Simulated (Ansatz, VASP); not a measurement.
**MgSi: VASP beside Ansatz**

```
CELL_PARAMETERS angstrom
2.82114 0.00000 0.00000
0.00000 2.82114 0.00000
0.00000 0.00000 4.22653
ATOMIC_POSITIONS crystal
Mg 0.00000 0.00000 0.00000
Si 0.50000 0.50000 0.50000
```

Change from the starting cell: strain -0.030 along x and y, +0.030 along z, atoms carried along.

Alike in both runs: task single point; functional r2SCAN; k mesh 16 × 16 × 12; occupations gaussian, width 0.15 eV; no spin polarisation.

|  | VASP | Ansatz |
| --- | --- | --- |
| version | VASP 6.6.1 | Ansatz 0.2.0 |
| potentials or method | VASP PAW PBE potentials, release 64 (Mg, Si), cutoff 520 eV | scalar-relativistic, plane waves, PAW |
| valence electrons in the cell | 6 | 14 |

|  | VASP | Ansatz | Ansatz less VASP |
| --- | --- | --- | --- |
| gap on the k mesh at the Fermi level (eV) | none | none | - |
| pressure (GPa) | 0.0 | 0.2 | +0.29 |
| traceless stress, the component that is largest in VASP (GPa) | -4.43 | -4.38 | +0.050 |

VASP's potentials were made for PBE, not for r2SCAN. A gap of «none» marks a metal or a gap that the smearing closes. The functional is the same, so the differences come from potentials, cutoffs and numerics. VASP's potentials hold 6 valence electrons a cell and Ansatz's 14, so a difference there can come from the potentials and not from the codes.
